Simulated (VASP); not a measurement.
# KZn4C3 (P1) in VASP: single point with r2SCAN

Aim: the single point of KZn4C3 with r2SCAN.

Program: VASP 6.6.1. These are calculated values, not measurements. Logs are shortened: lines on timing, memory, paths and dates and some standing lists are left out, and cuts for length are marked.

## (1) The cell of the first run

The typed cell holds 8 atoms: a = 3.433 Å, b = 3.460 Å, c = 10.413 Å, α = 99.66°, β = 90.01°, γ = 119.72°.

## (2) Single point, r2SCAN

POSCAR

```
KZn4C3
1.0
    3.4325973359      0.0004755619     -0.0007240545
   -1.7159161964      3.0044366163     -0.0013966856
    0.0006484316     -2.0078030525     10.2172305528
K Zn C
1 4 3
Direct
    0.4852432257      0.9854905509      0.4983443938
    0.2901897633      0.5956116430      0.9173211645
    0.6803570771      0.3758027643      0.0793170674
    0.0698392063      0.1545747306      0.2570933201
    0.9005215117      0.8165509544      0.7396477419
    0.2243175533      0.4637384182      0.7177872957
    0.7459943717      0.5071490173      0.2788415443
   -0.0148497091     -0.0144810786      0.9982064723
```

INCAR.step1

```
ALGO = Normal ; EDIFF = 1E-4
ENCUT = 520 ; GGA = PE
ISMEAR = -1 ; LASPH = True
LCHARG = False ; LREAL = False
LWAVE = True ; NBANDS = 44
NELM = 100 ; PREC = Accurate
SIGMA = 0.1
```

INCAR.step2

```
ALGO = Normal ; EDIFF = 1E-7
ENCUT = 520 ; ISIF = 2
ISMEAR = -1 ; ISTART = 1
LASPH = True ; LCHARG = True
LELF = True ; LMIXTAU = True
LREAL = False ; LVHAR = True
LWAVE = False ; METAGGA = R2SCAN
NBANDS = 44 ; NELM = 100
PREC = Accurate ; SIGMA = 0.1
```

KPOINTS

```
Automatic mesh
0
Gamma
  6 6 2
  0 0.5 0
```

Potentials or basis: VASP PAW PBE potentials, release 64 (K_sv, Zn, C).

Run with:

```sh
$ cat potpaw_PBE.64/K_sv/POTCAR potpaw_PBE.64/Zn/POTCAR potpaw_PBE.64/C/POTCAR > POTCAR
$ cp INCAR.step1 INCAR
$ mpirun -np 1 vasp_std > vasp.out
$ cp INCAR.step2 INCAR
$ mpirun -np 1 vasp_std > vasp.out
```

OUTCAR:

```text
EDIFF = 1E-7
   ENCUT = 520
   ISIF = 2
   ISMEAR = -1
   ISTART = 1
   LASPH = True
   LREAL = False
   METAGGA = R2SCAN
   NELM = 100
   PREC = Accurate

 ion  position               nearest neighbor table
   1  0.485  0.985  0.498-   5 3.16   4 3.16   4 3.16   5 3.16   4 3.18   5 3.18
   2  0.290  0.596  0.917-   6 2.04   8 2.16   8 2.16   8 2.16   3 2.58   3 2.58   3 2.61   5 2.69
                             5 2.70   5 2.70
   3  0.680  0.376  0.079-   7 2.04   8 2.16   8 2.16   8 2.16   2 2.58   2 2.58   2 2.61   4 2.69
                             4 2.70   4 2.70
   4  0.070  0.155  0.257-   7 2.00   7 2.01   7 2.01   3 2.69   3 2.70   3 2.70   1 3.16   1 3.16
                             1 3.18
   5  0.901  0.817  0.740-   6 2.00   6 2.01   6 2.01   2 2.69   2 2.70   2 2.70   1 3.16   1 3.16
                             1 3.18
   6  0.224  0.464  0.718-   5 2.00   5 2.01   5 2.01   2 2.04
   7  0.746  0.507  0.279-   4 2.00   4 2.01   4 2.01   3 2.04
   8  0.985  0.986  0.998-   2 2.16   2 2.16   3 2.16   3 2.16   2 2.16   3 2.16

  LATTYP: Found a triclinic cell.
 ALAT       =     3.4599146991
 B/A-ratio  =     1.0002291151
 C/A-ratio  =     3.0077808988
 COS(alpha) =     0.0007931095
 COS(beta)  =     0.1645081685
 COS(gamma) =     0.5079769426

  Lattice vectors:

 A1 = (   1.7159161964,  -3.0044366163,   0.0013966856)
 A2 = (  -1.7166811395,  -3.0049121782,   0.0021207401)
 A3 = (   1.7152677648,  -0.9966335638, -10.2158338672)

Analysis of symmetry for initial positions (statically):
=====================================================================
 Subroutine PRICEL returns:
 Original cell was already a primitive cell.

 Routine SETGRP: Setting up the symmetry group for a
 triclinic supercell.

 Subroutine GETGRP returns: Found  1 space group operations
 (whereof  1 operations were pure point group operations)
 out of a pool of  2 trial point group operations.

The static configuration has the point symmetry C_1 .

Analysis of symmetry for dynamics (positions and initial velocities):
=====================================================================
 Subroutine PRICEL returns:
 Original cell was already a primitive cell.

 Routine SETGRP: Setting up the symmetry group for a
 triclinic supercell.

 Subroutine GETGRP returns: Found  1 space group operations
 (whereof  1 operations were pure point group operations)
 out of a pool of  2 trial point group operations.

The dynamic configuration has the point symmetry C_1 .

 Subroutine INISYM returns: Found  1 space group operations
 (whereof  1 operations are pure point group operations),
 and found     1 'primitive' translations

----------------------------------------------------------------------------------------

                                     Primitive cell

  volume of cell :     105.3667

  direct lattice vectors                    reciprocal lattice vectors
     3.432597336  0.000475562 -0.000724054     0.291308428  0.166389428  0.032678944
    -1.715916196  3.004436616 -0.001396686    -0.000032317  0.332853054  0.065409447
     0.000648432 -2.007803052 10.217230553     0.000020639  0.000057292  0.097885138

  length of vectors
     3.432597445  3.459914699 10.412640092     0.337066693  0.339219033  0.097885156

  position of ions in fractional coordinates (direct lattice)
     0.485243226  0.985490551  0.498344394
     0.290189763  0.595611643  0.917321165
     0.680357077  0.375802764  0.079317067
     0.069839206  0.154574731  0.257093320
     0.900521512  0.816550954  0.739647742
     0.224317553  0.463738418  0.717787296
     0.745994372  0.507149017  0.278841544
     0.985150291  0.985518921  0.998206472

  ion indices of the primitive-cell ions
   primitive index   ion index
                 1           1
                 2           2
                 3           3
                 4           4
                 5           5
                 6           6
                 7           7
                 8           8

----------------------------------------------------------------------------------------

 KPOINTS: Automatic mesh

Automatic generation of k-mesh.
 Grid dimensions read from file:
 generate k-points for:    6    6    2

 Generating k-lattice:

  Cartesian coordinates                     Fractional coordinates (reciprocal lattice)
     0.048551405  0.027731571  0.005446491     0.166666667  0.000000000 -0.000000000
    -0.000005386  0.055475509  0.010901574    -0.000000000  0.166666667  0.000000000
     0.000010320  0.000028646  0.048942569     0.000000000  0.000000000  0.500000000

  Length of vectors
     0.056177782  0.056536505  0.048942578

  Shift w.r.t. Gamma in fractional coordinates (k-lattice)
     0.000000000  0.500000000  0.000000000

 Subroutine IBZKPT returns following result:
 ===========================================

 Found     36 irreducible k-points:

 Following reciprocal coordinates:
            Coordinates               Weight
  0.000000  0.083333 -0.000000      2.000000
  0.166667  0.083333 -0.000000      2.000000
  0.333333  0.083333 -0.000000      2.000000
  0.500000  0.083333 -0.000000      2.000000
 -0.333333  0.083333  0.000000      2.000000
 -0.166667  0.083333  0.000000      2.000000
[... 16 lines left out ...]
 -0.333333  0.083333  0.500000      2.000000
 -0.166667  0.083333  0.500000      2.000000
 [... further k-points ...]
   k-points           NKPTS =     36   k-points in BZ     NKDIM =     36   number of bands    NBANDS=     44
   number of dos      NEDOS =    301   number of ions     NIONS =      8
   total plane-waves  NPLWV =  62720
   dimension x,y,z NGX =    28 NGY =   28 NGZ =   80
   dimension x,y,z NGXF=    56 NGYF=   56 NGZF=  160
   ions per type =               1   4   3
   NGX,Y,Z   is equivalent  to a cutoff of  13.56, 13.45, 12.77 a.u.
   NGXF,Y,Z  is equivalent  to a cutoff of  27.12, 26.91, 25.55 a.u.
 SYSTEM =  unknown system
   PREC   = accura    normal or accurate (medium, high low for compatibility)
   ISTART =      1    job   : 0-new  1-cont  2-samecut
   ICHARG =      0    charge: 1-file 2-atom 10-const
   ISPIN  =      1    spin polarized calculation?
   LNONCOLLINEAR =      F non collinear calculations
   LSORBIT =      F    spin-orbit coupling
   LASPH  =      T    aspherical Exc in radial PAW
   ENCUT  =  520.0 eV  38.22 Ry    6.18 a.u.   6.38  6.43 19.36*2*pi/ulx,y,z
   NELM   =    100;   NELMIN=  2; NELMDL=  0     # of ELM steps
   EDIFF  = 0.1E-06   stopping-criterion for ELM
   LREAL  =      F    real-space projection
   EDIFFG = 0.1E-05   stopping-criterion for IOM
   NSW    =      0    number of steps for IOM
   IBRION =     -1    ionic relax: 0-MD 1-quasi-New 2-CG
   NFREE  =      0    steps in history (QN), initial steepest desc. (CG)
   ISIF   =      2    stress and relaxation
   ISYM   =      2    0-nonsym 1-usesym 2-fastsym
   POTIM  = 0.5000    time-step for ionic-motion
   TEBEG  =    0.0;   TEEND  =   0.0 temperature during run
   PSTRESS=    0.0 pullay stress
   NELECT =      69.0000    total number of electrons
   NUPDOWN=      -1.0000    fix difference up-down
   EMIN   =  10.00;   EMAX   =-10.00  energy-range for DOS
   EFERMI =   0.00;   METHOD = LEGACY
   ISMEAR =    -1;   SIGMA  =   0.10  broadening in eV -4-tet -1-fermi 0-gaus
   EFERMI_NEDOS =   21; number of points for ismear=-14 and -15
   IALGO  =     38    algorithm
   IMIX   =      4    mixing-type and parameters
     AMIX     =   0.40;   BMIX     =  1.00
     AMIX_MAG =   1.60;   BMIX_MAG =  1.00
  volume/ion in A,a.u.               =      13.17        88.88
  Fermi-wavevector in a.u.,A,eV,Ry     =   1.421641  2.686512 27.498244  2.021064
  Thomas-Fermi vector in A             =   2.542429
   LORBIT       =      0    0 simple, 1 ext, 2 COOP (PROOUT), +10 PAW based schemes
   METAGGA = R2SCAN    functional components
   LHFCALC =     F    Hartree Fock is set to
   AEXX    =    0.0000 exact exchange contribution
   IVDW    =     0    specifies the selected vdW correction
   LEPSILON=     F    determine dielectric tensor
   LRPA    =     F    only Hartree local field effects (RPA)
 non-spin polarized calculation
  energy-cutoff  :      520.00
  volume of cell :      105.37
 maximum number of plane-waves:      2871
 NGX is ok and might be reduce to    28
   NGX = 13   NGY = 13   NGZ = 39

 number of electron      68.9999997 magnetization

 Free energy of the ion-electron system (eV)
  ---------------------------------------------------
  ext. energy  EPLUGINS =         0.00000000
  ---------------------------------------------------
  free energy    TOTEN  =       -64.80018473 eV

  energy without entropy =      -64.68137095  energy(sigma->0) =      -64.74077784

 E-fermi :   2.8399     XC(G=0): -11.8321

 val. band max:        2.8061228046   @ k =   0.0000   0.0833   0.5000
 cond. band min:       2.8437020584   @ k =  -0.0000   0.4167   0.0000
 fundamental gap:      0.0375792538
 Fermi energy:         2.8398696825

 k-point     1 :       0.0000    0.0833   -0.0000
  band No.  band energies     occupation
      1     -28.8780      2.00000
      2     -11.8431      2.00000
      3     -11.3824      2.00000
      4     -11.3106      2.00000
      5     -10.8168      2.00000
      6      -9.2745      2.00000
[... 36 lines left out ...]
     43      10.3683      0.00000
     44      10.7997      0.00000

 k-point     2 :       0.1667    0.0833   -0.0000
  band No.  band energies     occupation
      1     -28.8361      2.00000
      2     -11.7013      2.00000
      3     -11.6907      2.00000
      4     -11.3986      2.00000
      5     -10.3170      2.00000
      6      -8.9971      2.00000
[... 36 lines left out ...]
     43      10.3188      0.00000
     44      10.9062      0.00000

 k-point     3 :       0.3333    0.0833   -0.0000
  band No.  band energies     occupation
      1     -28.7772      2.00000
      2     -12.0838      2.00000
      3     -11.5118      2.00000
      4     -11.5008      2.00000
      5      -9.4431      2.00000
      6      -8.5114      2.00000
[... 36 lines left out ...]
     43      10.2839      0.00000
     44      10.8897      0.00000

 k-point     4 :       0.5000    0.0833   -0.0000
  band No.  band energies     occupation
      1     -28.7607      2.00000
      2     -12.1880      2.00000
      3     -11.5377      2.00000
      4     -11.4491      2.00000
      5      -9.1156      2.00000
      6      -8.4330      2.00000
[... 882 lines left out ...]
     43      10.7427      0.00000
     44      11.0687      0.00000

 k-point    23 :      -0.3333    0.0833    0.5000
  band No.  band energies     occupation
      1     -28.8035      2.00000
      2     -11.9169      2.00000
      3     -11.5926      2.00000
      4     -11.4556      2.00000
      5      -9.8635      2.00000
      6      -8.8217      2.00000
[... 36 lines left out ...]
     43      10.3732      0.00000
     44      10.8856      0.00000

 k-point    24 :      -0.1667    0.0833    0.5000
  band No.  band energies     occupation
      1     -28.8619      2.00000
      2     -11.8035      2.00000
      3     -11.4986      2.00000
      4     -11.3491      2.00000
      5     -10.5631      2.00000
      6      -9.4279      2.00000
[... 36 lines left out ...]
     43      10.5165      0.00000
     44      11.0070      0.00000

 [... further k-points ...]
[... 5 lines left out ...]
  --------------------------------------------------------------------------------------
  -------------------------------------------------------------------------------------
  Total        3.7043149      3.7398815      3.6205123      0.0014950     -0.0166996      0.0050151
  in kB       56.3267853     56.8676006     55.0525060      0.0227331     -0.2539301      0.0762582
  external PRESSURE =      56.0822973 kB  Pullay stress =       0.0000000 kB

 VOLUME and BASIS-vectors are now :
 -----------------------------------------------------------------------------
  energy-cutoff  :      520.00
  volume of cell :      105.37
      direct lattice vectors                 reciprocal lattice vectors
     3.432597336  0.000475562 -0.000724054     0.291308428  0.166389428  0.032678944
    -1.715916196  3.004436616 -0.001396686    -0.000032317  0.332853054  0.065409447
     0.000648432 -2.007803052 10.217230553     0.000020639  0.000057292  0.097885138

 POSITION                                       TOTAL-FORCE (eV/Angst)
 -----------------------------------------------------------------------------------
     -0.02505      1.96050      5.08997         0.000648      0.000128      0.006403
     -0.02532     -0.05218      9.37144         0.001841     -0.007573      0.002559
      1.69060      0.97015      0.80938         0.001828      0.007751      0.003420
     -0.02534     -0.05175      2.62652        -0.012142     -0.003982     -0.014031
      1.69047      0.96864      7.55536         0.006355     -0.003122     -0.015109
     -0.02528     -0.04780      7.33299        -0.002854      0.003036     -0.034525
      1.69065      0.96419      2.84774         0.002063      0.000865      0.043325
      1.69120      0.95720     10.19682         0.002261      0.002897      0.007958
 -----------------------------------------------------------------------------------
    total drift:                               -0.008912      0.000025     -0.050668

  FREE ENERGIE OF THE ION-ELECTRON SYSTEM (eV)
  ---------------------------------------------------
  free  energy   TOTEN  =       -64.8001847328 eV

  energy  without entropy=      -64.6813709495  energy(sigma->0) =      -64.74077784
```

Wall time 18 min (1 thread of AMD EPYC 7R43 (Zen 3), shared host); peak memory 0.31 GiB.

What came out:

| Item | Value |
| --- | --- |
| Free energy | -64.8002 eV |
| Pressure | 5.6 GPa |
| Largest force | 0.043 eV/Å |

Forces on the atoms (eV/Å):
```
K    0.001  0.000  0.006
Zn   0.002 -0.008  0.003
Zn   0.002  0.008  0.003
Zn  -0.012 -0.004 -0.014
Zn   0.006 -0.003 -0.015
C   -0.003  0.003 -0.035
C    0.002  0.001  0.043
C    0.002  0.003  0.008
```

Stress tensor (GPa, compression positive):
```
 5.63  0.00  0.01
 0.00  5.69 -0.03
 0.01 -0.03  5.51
```

Caveat: the PAW data sets were made with another functional, which shifts forces and pressure a little.
